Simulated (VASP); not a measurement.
# NaCl (Fm-3m) in VASP: notebook

NaCl is run at these levels: PBEsol; tasks: vibrations by perturbation theory, elastic constants.

All numbers are computed with VASP 6.6.1; they aren't measurements. Logs are shortened: lines on timing, memory, paths and dates and some standing lists are left out, and cuts for length are marked.

**1. The cell of the first run**

It takes space group Fm-3m (No. 225, cubic). Conventional cell: a = 5.639 Å, b = 5.639 Å, c = 5.639 Å, α = 90.00°, β = 90.00°, γ = 90.00°. Within 3.7 Å of Na (site symmetry m-3m) lie 6 Cl at 2.82 Å. Within 3.7 Å of Cl (site symmetry m-3m) lie 6 Na at 2.82 Å.

**2. Vibrations by perturbation theory, PBEsol (phonons at volume x 1.02)**

File INCAR:

```
SYSTEM = NaCl
PREC = Accurate
ENCUT = 520
EDIFF = 1E-8
ISMEAR = 0
SIGMA = 0.01
LREAL = .False.
LASPH = .True.
NELM = 60
ALGO = Normal
ISIF = 2
LWAVE = .False.
LCHARG = .False.
GGA = PS
IBRION = 8
NSW = 1
LEPSILON = .True.
```

File KPOINTS:

```
Automatic mesh
0
Gamma
  8 8 8
  0 0 0
```

File POSCAR:

```
NaCl
1.0
    0.0000000000      2.8195021016      2.8195021016
    2.8195021016      0.0000000000      2.8195021016
    2.8195021016      2.8195021016      0.0000000000
Na Cl
1 1
Direct
    0.0000000000      0.0000000000      0.0000000000
    0.5000000000      0.5000000000      0.5000000000
```

Potentials or basis: VASP PAW PBE potentials, release 64 (Na_pv, Cl).

On the command line:

```bash
cat potpaw_PBE.64/Na_pv/POTCAR potpaw_PBE.64/Cl/POTCAR > POTCAR
mpirun -np 1 vasp_std > vasp.out
```

OUTCAR:

```text
SYSTEM = NaCl
   PREC = Accurate
   ENCUT = 520
   EDIFF = 1E-8
   ISMEAR = 0
   LREAL = .False.
   LASPH = .True.
   NELM = 60
   ISIF = 2
   GGA = PS
   IBRION = 8
   NSW = 1
   LEPSILON = .True.

 ion  position               nearest neighbor table
   1  0.000  0.000  0.000-
   2  0.500  0.500  0.500-

  LATTYP: Found a face centered cubic cell.
 ALAT       =     5.6390042032

  Lattice vectors:

 A1 = (   0.0000000000,   2.8195021016,   2.8195021016)
 A2 = (   2.8195021016,   0.0000000000,   2.8195021016)
 A3 = (   2.8195021016,   2.8195021016,   0.0000000000)

Analysis of symmetry for initial positions (statically):
=====================================================================
 Subroutine PRICEL returns:
 Original cell was already a primitive cell.

 Routine SETGRP: Setting up the symmetry group for a
 face centered cubic supercell.

 Subroutine GETGRP returns: Found 48 space group operations
 (whereof 48 operations were pure point group operations)
 out of a pool of 48 trial point group operations.

The static configuration has the point symmetry O_h .

Analysis of symmetry for dynamics (positions and initial velocities):
=====================================================================
 Subroutine PRICEL returns:
 Original cell was already a primitive cell.

 Routine SETGRP: Setting up the symmetry group for a
 face centered cubic supercell.

 Subroutine GETGRP returns: Found 48 space group operations
 (whereof 48 operations were pure point group operations)
 out of a pool of 48 trial point group operations.

The dynamic configuration has the point symmetry O_h .

 Subroutine INISYM returns: Found 48 space group operations
 (whereof 48 operations are pure point group operations),
 and found     1 'primitive' translations

----------------------------------------------------------------------------------------

                                     Primitive cell

  volume of cell :      44.8278

  direct lattice vectors                    reciprocal lattice vectors
     0.000000000  2.819502102  2.819502102    -0.177336275  0.177336275  0.177336275
     2.819502102  0.000000000  2.819502102     0.177336275 -0.177336275  0.177336275
     2.819502102  2.819502102  0.000000000     0.177336275  0.177336275 -0.177336275

  length of vectors
     3.987378111  3.987378111  3.987378111     0.307155438  0.307155438  0.307155438

  position of ions in fractional coordinates (direct lattice)
     0.000000000  0.000000000  0.000000000
     0.500000000  0.500000000  0.500000000

  ion indices of the primitive-cell ions
   primitive index   ion index
                 1           1
                 2           2

----------------------------------------------------------------------------------------

 KPOINTS: Automatic mesh

Automatic generation of k-mesh.
 Grid dimensions read from file:
[... 485 lines left out ...]
           2.805542     0.000000     0.000000
           0.000000     2.805542     0.000000
          -0.000000     0.000000     2.805542
 ------------------------------------------------------

 Free energy of the ion-electron system (eV)
  ---------------------------------------------------
  ---------------------------------------------------
  free energy    TOTEN  =        -0.21611805 eV

  energy without entropy =       -0.21611805

------------------------ aborting loop because EDIFF is reached ----------------------------------------

--------------------------------------- Ionic step        2  -------------------------------------------

------------------------ aborting loop because EDIFF is reached ----------------------------------------

--------------------------------------- Ionic step        3  -------------------------------------------

------------------------ aborting loop because EDIFF is reached ----------------------------------------

 PIEZOELECTRIC TENSOR FIELD DIRECTION 3  (e Angst)
 -----------------------------------------------------------------------------
    -0.00024  0.00000  0.00000           (  0.00000  0.00000  0.00000)
     0.00000 -0.00024 -0.00000           (  0.00000  0.00000 -0.00000)
     0.00000 -0.00000 -0.00037           (  0.00000 -0.00000  0.00000)

 PIEZOELECTRIC TENSOR FIELD DIRECTION 3  (C/m^2)
 -----------------------------------------------------------------------------
    -0.00009  0.00000  0.00000
     0.00000 -0.00009 -0.00000
     0.00000 -0.00000 -0.00013

--------------------------------------- Ionic step        4  -------------------------------------------

------------------------ aborting loop because EDIFF is reached ----------------------------------------

[... ionic steps 5 to 6 ...]

--------------------------------------- Ionic step        7  -------------------------------------------

 Free energy of the ion-electron system (eV)
  ---------------------------------------------------
  ---------------------------------------------------
  free energy    TOTEN  =        -0.19388282 eV

  energy without entropy =       -0.19388282

------------------------ aborting loop because EDIFF is reached ----------------------------------------

 INTERNAL STRAIN TENSOR  FOR ION    2  DIRECTION 1   (eV/Angst):
 -----------------------------------------------------------------------------
     0.00400 -0.00000  0.00000
    -0.00000  0.00315 -0.00000
     0.00000 -0.00000  0.00315

 MACROSCOPIC STATIC DIELECTRIC TENSOR (including local field effects in DFT)
 ------------------------------------------------------
           2.548711     0.000000    -0.000000
           0.000000     2.548711    -0.000000
           0.000000     0.000000     2.548711
 ------------------------------------------------------

 PIEZOELECTRIC TENSOR (including local field effects)  for field in x, y, z        (e  Angst)
          XX          YY          ZZ          XY          YZ          ZX
  --------------------------------------------------------------------------------
  x     0.00000     0.00000     0.00000     0.00000     0.00000     0.00000
  y     0.00000     0.00000     0.00000     0.00000     0.00000     0.00000
  z     0.00000     0.00000     0.00000     0.00000     0.00000     0.00000

 PIEZOELECTRIC TENSOR (including local field effects)  for field in x, y, z        (C/m^2)
          XX          YY          ZZ          XY          YZ          ZX
  --------------------------------------------------------------------------------
  x     0.00000     0.00000     0.00000     0.00000     0.00000     0.00000
  y     0.00000     0.00000     0.00000     0.00000     0.00000     0.00000
  z     0.00000     0.00000     0.00000     0.00000     0.00000     0.00000

 BORN EFFECTIVE CHARGES (including local field effects) (in |e|, cummulative output)
 ---------------------------------------------------------------------------------
 ion    1
    1     1.09579     0.00000     0.00000
    2     0.00000     1.09579     0.00000
    3     0.00000     0.00000     1.09579
 ion    2
    1    -1.09579     0.00000     0.00000
    2     0.00000    -1.09579     0.00000
    3     0.00000     0.00000    -1.09579

 INTERNAL STRAIN TENSOR FOR ION    2 for displacements in x,y,z  (eV/Angst):
          X           Y           Z          XY          YZ          ZX
  --------------------------------------------------------------------------------
  x     0.00000     0.00000     0.00000     0.00000     0.00000     0.00000
  y     0.00000     0.00000     0.00000     0.00000     0.00000     0.00000
  z     0.00000     0.00000     0.00000     0.00000     0.00000     0.00000

 SECOND DERIVATIVES (NOT SYMMETRIZED)
 ------------------------------------
               1X          1Y          1Z          2X          2Y          2Z
  1X    -1.298216    0.000000    0.000000    1.298216    0.000000    0.000000
  1Y     0.000000   -1.298216    0.000000    0.000000    1.298216    0.000000
  1Z     0.000000    0.000000   -1.298216    0.000000    0.000000    1.298216
  2X     1.303036    0.000000    0.000000   -1.303036    0.000000    0.000000
  2Y     0.000000    1.303036    0.000000    0.000000   -1.303036    0.000000
  2Z     0.000000    0.000000    1.303036    0.000000    0.000000   -1.303036

 Eigenvectors and eigenvalues of the dynamical matrix
 ----------------------------------------------------

   1 f  =    4.773221 THz    29.991034 2PiTHz  159.217526 cm-1    19.740448 meV
             X         Y         Z           dx          dy          dz
      0.000000  0.000000  0.000000     0.000000   -0.000000    0.778293
      2.819502  2.819502  2.819502     0.000000   -0.000000   -0.627901
[... 21 lines left out ...]
   6 f/i=    0.004322 THz     0.027156 2PiTHz    0.144168 cm-1     0.017875 meV
             X         Y         Z           dx          dy          dz
      0.000000  0.000000  0.000000    -0.414158    0.469826    0.044675
      2.819502  2.819502  2.819502    -0.513356    0.582357    0.055375

--------------------------------------------------------------------------------------------------------

 MACROSCOPIC STATIC DIELECTRIC TENSOR IONIC CONTRIBUTION
 ------------------------------------------------------
           3.726637     0.000000    -0.000000
          -0.000000     3.726637    -0.000000
          -0.000000    -0.000000     3.726637
 ------------------------------------------------------

 ELASTIC MODULI CONTR FROM IONIC RELAXATION (kBar)
 Direction    XX          YY          ZZ          XY          YZ          ZX
 --------------------------------------------------------------------------------
 XX           0.0000      0.0000      0.0000      0.0000      0.0000      0.0000
 YY           0.0000      0.0000      0.0000      0.0000      0.0000      0.0000
 ZZ           0.0000      0.0000      0.0000      0.0000      0.0000      0.0000
 XY           0.0000      0.0000      0.0000      0.0000      0.0000      0.0000
 YZ           0.0000      0.0000      0.0000      0.0000      0.0000      0.0000
 ZX           0.0000      0.0000      0.0000      0.0000      0.0000      0.0000
 --------------------------------------------------------------------------------

 PIEZOELECTRIC TENSOR IONIC CONTR  for field in x, y, z        (C/m^2)
          XX          YY          ZZ          XY          YZ          ZX
  --------------------------------------------------------------------------------
  x     0.00000     0.00000     0.00000     0.00000     0.00000     0.00000
  y     0.00000     0.00000     0.00000     0.00000     0.00000     0.00000
  z     0.00000     0.00000     0.00000     0.00000     0.00000     0.00000
```

Wall time 2.7 min (1 thread of Intel Xeon 6975P-C (Granite Rapids), shared host); peak memory 0.23 GiB.

What came out:

* Electronic dielectric tensor (diagonal): 2.55
* Born charges (mean of the diagonal): Na +1.10; Cl -1.10 e
* Highest phonon frequency at Γ, LO-TO splitting left out: 159 cm⁻¹

Phonon frequencies in cm⁻¹ (negative: imaginary):
| q point | frequencies |
| --- | --- |
| (0.000, 0.000, 0.000) | 0 0 0 159 159 159 |

Electronic dielectric tensor:
```
2.55 0.00 0.00
0.00 2.55 0.00
0.00 0.00 2.55
```

Born effective charge tensors (e):
atom 1, Na
```
1.10 0.00 0.00
0.00 1.10 0.00
0.00 0.00 1.10
```
atom 2, Cl
```
-1.10  0.00  0.00
 0.00 -1.10  0.00
 0.00  0.00 -1.10
```

Caveat: the cell differs from its parent crystal (phonons at volume x 1.02); the PAW data sets were made with another functional, which shifts forces and pressure a little.

**3. Elastic constants, PBEsol**

This run uses another cell than the first one, of 17.04 Å³/atom, 0.760 times its volume.

File INCAR:

```
SYSTEM = NaCl
PREC = Accurate
ENCUT = 600
EDIFF = 1E-8
ISMEAR = 0
SIGMA = 0.01
LREAL = .False.
LASPH = .True.
NELM = 80
ALGO = Normal
ISIF = 3
LWAVE = .False.
LCHARG = .True.
GGA = PS
NBANDS = 14
IBRION = 6
NFREE = 2
POTIM = 0.015
NSW = 1
```

KPOINTS is that of step 2.

File POSCAR:

```
NaCl
1.0
    0.0000000000      2.5731386328      2.5731386328
    2.5731386328      0.0000000000      2.5731386328
    2.5731386328      2.5731386328      0.0000000000
Na Cl
1 1
Direct
    0.0000000000      0.0000000000      0.0000000000
    0.5000000000      0.5000000000      0.5000000000
```

Potentials or basis: VASP PAW PBE potentials, release 64 (Na_pv, Cl).

On the command line:

```bash
cat potpaw_PBE.64/Na_pv/POTCAR potpaw_PBE.64/Cl/POTCAR > POTCAR
mpirun -np 1 vasp_std > vasp.out
```

It took 12 min on 1 thread of Intel Xeon Platinum 8259CL at 2.50GHz (Skylake/Cascade Lake), shared host; peak memory 0.27 GiB.

The run converged. Its results:

```yaml
Elastic_constants_C11_C12_C44: 162, 16, 12 GPa
Voigt_bulk_modulus: 64 GPa
Highest_phonon_frequency_at_Γ_LO-TO_splitting_left_out: 286 cm⁻¹
```

Phonon frequencies in cm⁻¹ (negative: imaginary):
| q point | frequencies |
| --- | --- |
| (0.000, 0.000, 0.000) | 0 0 0 286 286 286 |

Elastic tensor in Voigt notation (GPa, in the Cartesian axes of the cell as first typed):
```
162  16  16   0   0   0
 16 162  16   0   0   0
 16  16 162   0   0   0
  0   0   0  12   0   0
  0   0   0   0  12   0
  0   0   0   0   0  12
```

Clamped-ion elastic tensor (GPa):
```
162  16  16   0   0   0
 16 162  16   0   0   0
 16  16 162   0   0   0
  0   0   0  12   0   0
  0   0   0   0  12   0
  0   0   0   0   0  12
```

Caveat: the cell is under stress, which shifts elastic constants; the PAW data sets were made with another functional, which shifts forces and pressure a little.

(Continued in part 2 of 2.)
